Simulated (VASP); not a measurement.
# Rb (Cmcm) in VASP: single point with PBEsol

Aim: the single point of Rb with PBEsol.

Program: VASP 6.6.1. These are calculated values, not measurements. Logs are shortened: lines on timing, memory, paths and dates and some standing lists are left out, and cuts for length are marked.

## (1) The cell of the first run

It takes space group Cmcm (No. 63, orthorhombic). The conventional cell has a = 4.965 Å, b = 8.673 Å, c = 8.040 Å, α = 90.00°, β = 90.00°, γ = 90.00°.

## (2) Single point, PBEsol

File INCAR:

```
PREC = Accurate ; ENCUT = 520
EDIFF = 1E-6 ; ISMEAR = 0
SIGMA = 0.1 ; LREAL = F
LASPH = T ; NELM = 100
ALGO = Fast ; ISIF = 2
LWAVE = F ; LCHARG = T
GGA = PS ; LELF = T
LVHAR = T ; NBANDS = 16
```

File KPOINTS:

```
Automatic mesh
0
Gamma
  10 10 6
```

File POSCAR:

```
Rb
1.0
    2.4823436099     -4.3365099188      0.0000000000
    2.4823436099      4.3365099188      0.0000000000
    0.0000000000      0.0000000000      8.0402787377
Rb
2
Direct
    0.8349258781      0.1650741219      0.7500000000
    0.1650741219      0.8349258781      0.2500000000
```

Potentials or basis: VASP PAW PBE potentials, release 64 (Rb_sv).

Command:

```sh
$ cat potpaw_PBE.64/Rb_sv/POTCAR > POTCAR
$ mpirun -np 1 vasp_std > vasp.out
```

OUTCAR:

```text
PREC = Accurate
   ENCUT = 520
   EDIFF = 1E-6
   ISMEAR = 0
   LREAL = F
   LASPH = T
   NELM = 100
   ISIF = 2
   GGA = PS

 ion  position               nearest neighbor table
   1  0.835  0.165  0.750-   2 4.94   2 4.94   2 4.95   2 4.95   2 4.95   2 4.95
   2  0.165  0.835  0.250-   1 4.94   1 4.94   1 4.95   1 4.95   1 4.95   1 4.95

  LATTYP: Found a base centered orthorhombic cell.
 ALAT       =     4.9646872198
 B/A-ratio  =     1.7469418422
 C/A-ratio  =     1.6194935112

  Lattice vectors:

 A1 = (   2.4823436099,  -4.3365099188,   0.0000000000)
 A2 = (   2.4823436099,   4.3365099188,   0.0000000000)
 A3 = (   0.0000000000,   0.0000000000,   8.0402787377)

Analysis of symmetry for initial positions (statically):
=====================================================================
 Subroutine PRICEL returns:
 Original cell was already a primitive cell.

 Routine SETGRP: Setting up the symmetry group for a
 base centered orthorhombic supercell.

 Subroutine GETGRP returns: Found  8 space group operations
 (whereof  4 operations were pure point group operations)
 out of a pool of  8 trial point group operations.

The static configuration has the point symmetry C_2h.
 The point group associated with its full space group is D_2h.

Analysis of symmetry for dynamics (positions and initial velocities):
=====================================================================
 Subroutine PRICEL returns:
 Original cell was already a primitive cell.

 Routine SETGRP: Setting up the symmetry group for a
 base centered orthorhombic supercell.

 Subroutine GETGRP returns: Found  8 space group operations
 (whereof  4 operations were pure point group operations)
 out of a pool of  8 trial point group operations.

The dynamic configuration has the point symmetry C_2h.
 The point group associated with its full space group is D_2h.

 Subroutine INISYM returns: Found  8 space group operations
 (whereof  4 operations are pure point group operations),
 and found     1 'primitive' translations

----------------------------------------------------------------------------------------

                                     Primitive cell

  volume of cell :     173.1025

  direct lattice vectors                    reciprocal lattice vectors
     2.482343610 -4.336509919  0.000000000     0.201422558 -0.115300094  0.000000000
     2.482343610  4.336509919  0.000000000     0.201422558  0.115300094  0.000000000
     0.000000000  0.000000000  8.040278738     0.000000000  0.000000000  0.124373798

  length of vectors
     4.996733741  4.996733741  8.040278738     0.232088687  0.232088687  0.124373798

  position of ions in fractional coordinates (direct lattice)
     0.834925878  0.165074122  0.750000000
     0.165074122  0.834925878  0.250000000

  ion indices of the primitive-cell ions
   primitive index   ion index
                 1           1
                 2           2

----------------------------------------------------------------------------------------

 KPOINTS: Automatic mesh

Automatic generation of k-mesh.
 Grid dimensions read from file:
 generate k-points for:   10   10    6

 Generating k-lattice:

  Cartesian coordinates                     Fractional coordinates (reciprocal lattice)
     0.020142256 -0.011530009  0.000000000     0.100000000  0.000000000  0.000000000
     0.020142256  0.011530009  0.000000000     0.000000000  0.100000000  0.000000000
     0.000000000  0.000000000  0.020728966     0.000000000  0.000000000  0.166666667

  Length of vectors
     0.023208869  0.023208869  0.020728966

  Shift w.r.t. Gamma in fractional coordinates (k-lattice)
     0.000000000  0.000000000  0.000000000

 Subroutine IBZKPT returns following result:
 ===========================================

 Found    124 irreducible k-points:

 Following reciprocal coordinates:
            Coordinates               Weight
  0.000000  0.000000  0.000000      1.000000
  0.100000  0.000000  0.000000      4.000000
  0.200000  0.000000  0.000000      4.000000
  0.300000  0.000000  0.000000      4.000000
  0.400000  0.000000  0.000000      4.000000
  0.500000 -0.000000  0.000000      2.000000
[... 16 lines left out ...]
  0.300000  0.300000  0.000000      2.000000
  0.400000  0.300000  0.000000      4.000000
 [... further k-points ...]
   k-points           NKPTS =    124   k-points in BZ     NKDIM =    124   number of bands    NBANDS=     16
   number of dos      NEDOS =    301   number of ions     NIONS =      2
   total plane-waves  NPLWV =  96000
   dimension x,y,z NGX =    40 NGY =   40 NGZ =   60
   dimension x,y,z NGXF=    80 NGYF=   80 NGZF=  120
   ions per type =               2
   NGX,Y,Z   is equivalent  to a cutoff of  13.31, 13.31, 12.41 a.u.
   NGXF,Y,Z  is equivalent  to a cutoff of  26.62, 26.62, 24.81 a.u.
 SYSTEM =  unknown system
   PREC   = accura    normal or accurate (medium, high low for compatibility)
   ISTART =      0    job   : 0-new  1-cont  2-samecut
   ICHARG =      2    charge: 1-file 2-atom 10-const
   ISPIN  =      1    spin polarized calculation?
   LNONCOLLINEAR =      F non collinear calculations
   LSORBIT =      F    spin-orbit coupling
   LASPH  =      T    aspherical Exc in radial PAW
   ENCUT  =  520.0 eV  38.22 Ry    6.18 a.u.   9.29  9.29 14.95*2*pi/ulx,y,z
   NELM   =    100;   NELMIN=  2; NELMDL= -5     # of ELM steps
   EDIFF  = 0.1E-05   stopping-criterion for ELM
   LREAL  =      F    real-space projection
   EDIFFG = 0.1E-04   stopping-criterion for IOM
   NSW    =      0    number of steps for IOM
   IBRION =     -1    ionic relax: 0-MD 1-quasi-New 2-CG
   NFREE  =      0    steps in history (QN), initial steepest desc. (CG)
   ISIF   =      2    stress and relaxation
   ISYM   =      2    0-nonsym 1-usesym 2-fastsym
   POTIM  = 0.5000    time-step for ionic-motion
   TEBEG  =    0.0;   TEEND  =   0.0 temperature during run
   PSTRESS=    0.0 pullay stress
   NELECT =      18.0000    total number of electrons
   NUPDOWN=      -1.0000    fix difference up-down
   EMIN   =  10.00;   EMAX   =-10.00  energy-range for DOS
   EFERMI =   0.00;   METHOD = LEGACY
   ISMEAR =     0;   SIGMA  =   0.10  broadening in eV -4-tet -1-fermi 0-gaus
   EFERMI_NEDOS =   21; number of points for ismear=-14 and -15
   IALGO  =     68    algorithm
   IMIX   =      4    mixing-type and parameters
     AMIX     =   0.40;   BMIX     =  1.00
     AMIX_MAG =   1.60;   BMIX_MAG =  1.00
  volume/ion in A,a.u.               =      86.55       584.08
  Fermi-wavevector in a.u.,A,eV,Ry     =   0.769835  1.454778  8.063446  0.592647
  Thomas-Fermi vector in A             =   1.870910
   LORBIT       =      0    0 simple, 1 ext, 2 COOP (PROOUT), +10 PAW based schemes
   GGA     = PS    functional components
   LHFCALC =     F    Hartree Fock is set to
   AEXX    =    0.0000 exact exchange contribution
   IVDW    =     0    specifies the selected vdW correction
   LEPSILON=     F    determine dielectric tensor
   LRPA    =     F    only Hartree local field effects (RPA)
 non-spin polarized calculation
 RMM-DIIS sequential band-by-band and
 Gauss-broadening in eV      SIGMA  =   0.10
  energy-cutoff  :      520.00
  volume of cell :      173.10
 maximum number of plane-waves:      4681
 NGX is ok and might be reduce to    40
   NGX = 19   NGY = 19   NGZ = 29

 number of electron      18.0000000 magnetization

 Free energy of the ion-electron system (eV)
  ---------------------------------------------------
  ext. energy  EPLUGINS =         0.00000000
  ---------------------------------------------------
  free energy    TOTEN  =        -2.05676349 eV

  energy without entropy =       -2.04822652  energy(sigma->0) =       -2.05249501

 E-fermi :   0.0394     XC(G=0):  -5.6462

 val. band max:        0.0386506022   @ k =  -0.4000   0.4000   0.5000
 cond. band min:       0.0552494370   @ k =   0.4000   0.0000   0.5000
 fundamental gap:      0.0165988348
 Fermi energy:         0.0393591952

 k-point     1 :       0.0000    0.0000    0.0000
  band No.  band energies     occupation
      1     -28.7657      2.00000
      2     -28.7605      2.00000
      3     -12.9244      2.00000
      4     -12.8266      2.00000
      5     -12.8249      2.00000
      6     -12.8093      2.00000
[... 8 lines left out ...]
     15       3.9626      0.00000
     16       4.0038      0.00000

 k-point     2 :       0.1000    0.0000    0.0000
  band No.  band energies     occupation
      1     -28.7653      2.00000
      2     -28.7603      2.00000
      3     -12.9207      2.00000
      4     -12.8334      2.00000
      5     -12.8287      2.00000
      6     -12.8173      2.00000
[... 8 lines left out ...]
     15       3.9378      0.00000
     16       4.1247      0.00000

 k-point     3 :       0.2000    0.0000    0.0000
  band No.  band energies     occupation
      1     -28.7642      2.00000
      2     -28.7599      2.00000
      3     -12.9105      2.00000
      4     -12.8543      2.00000
      5     -12.8385      2.00000
      6     -12.8353      2.00000
[... 8 lines left out ...]
     15       3.8123      0.00000
     16       3.9519      0.00000

 k-point     4 :       0.3000    0.0000    0.0000
  band No.  band energies     occupation
      1     -28.7628      2.00000
      2     -28.7594      2.00000
      3     -12.8960      2.00000
      4     -12.8806      2.00000
      5     -12.8639      2.00000
      6     -12.8432      2.00000
[... 8 lines left out ...]
     15       3.6755      0.00000
     16       4.1286      0.00000
[... 324 lines left out ...]
 k-point    22 :      -0.2000    0.2000    0.0000
  band No.  band energies     occupation
      1     -28.7642      2.00000
      2     -28.7600      2.00000
      3     -12.9105      2.00000
      4     -12.8546      2.00000
      5     -12.8383      2.00000
      6     -12.8338      2.00000
[... 8 lines left out ...]
     15       3.8715      0.00000
     16       3.9959      0.00000

 k-point    23 :       0.3000    0.3000    0.0000
  band No.  band energies     occupation
      1     -28.7601      2.00000
      2     -28.7594      2.00000
      3     -12.8947      2.00000
      4     -12.8807      2.00000
      5     -12.8702      2.00000
      6     -12.8610      2.00000
[... 8 lines left out ...]
     15       2.7520      0.00000
     16       3.5798      0.00000

 k-point    24 :       0.4000    0.3000    0.0000
  band No.  band energies     occupation
      1     -28.7601      2.00000
      2     -28.7594      2.00000
      3     -12.8935      2.00000
      4     -12.8793      2.00000
      5     -12.8708      2.00000
      6     -12.8603      2.00000
[... 8 lines left out ...]
     15       2.7467      0.00000
     16       3.5681      0.00000

 [... further k-points ...]

------------------------ aborting loop because EDIFF is reached ----------------------------------------

  FORCE on cell =-STRESS in cart. coord.  units (eV):
  Direction    XX          YY          ZZ          XY          YZ          ZX
  --------------------------------------------------------------------------------------
  -------------------------------------------------------------------------------------
  Total        0.0120166     -0.0033464      0.0049320      0.0000000      0.0000000      0.0000000
  in kB        0.1112215     -0.0309729      0.0456487      0.0000000      0.0000000      0.0000000
  external PRESSURE =       0.0419658 kB  Pullay stress =       0.0000000 kB

 VOLUME and BASIS-vectors are now :
 -----------------------------------------------------------------------------
  energy-cutoff  :      520.00
  volume of cell :      173.10
      direct lattice vectors                 reciprocal lattice vectors
     2.482343610 -4.336509919  0.000000000     0.201422558 -0.115300094  0.000000000
     2.482343610  4.336509919  0.000000000     0.201422558  0.115300094  0.000000000
     0.000000000  0.000000000  8.040278738     0.000000000  0.000000000  0.124373798

 POSITION                                       TOTAL-FORCE (eV/Angst)
 -----------------------------------------------------------------------------------
      2.48234     -2.90482      6.03021         0.000000     -0.000058     -0.000000
      2.48234      2.90482      2.01007         0.000000      0.000058      0.000000
 -----------------------------------------------------------------------------------
    total drift:                               -0.000000     -0.000000     -0.000000

  FREE ENERGIE OF THE ION-ELECTRON SYSTEM (eV)
  ---------------------------------------------------
  free  energy   TOTEN  =        -2.0567634933 eV

  energy  without entropy=       -2.0482265226  energy(sigma->0) =       -2.05249501
```

Wall time 4.6 min (1 thread of Intel Xeon Platinum 8488C (Sapphire Rapids), shared host); peak memory 0.46 GiB.

Results:

```yaml
Free_energy: -2.0568 eV
Pressure: 0.0 GPa
Band_gap_on_the_k_mesh: zero (bands 9 and 10 overlap by 2.13 eV)
```

Caveat: the PAW data sets were made with another functional, which shifts forces and pressure a little.
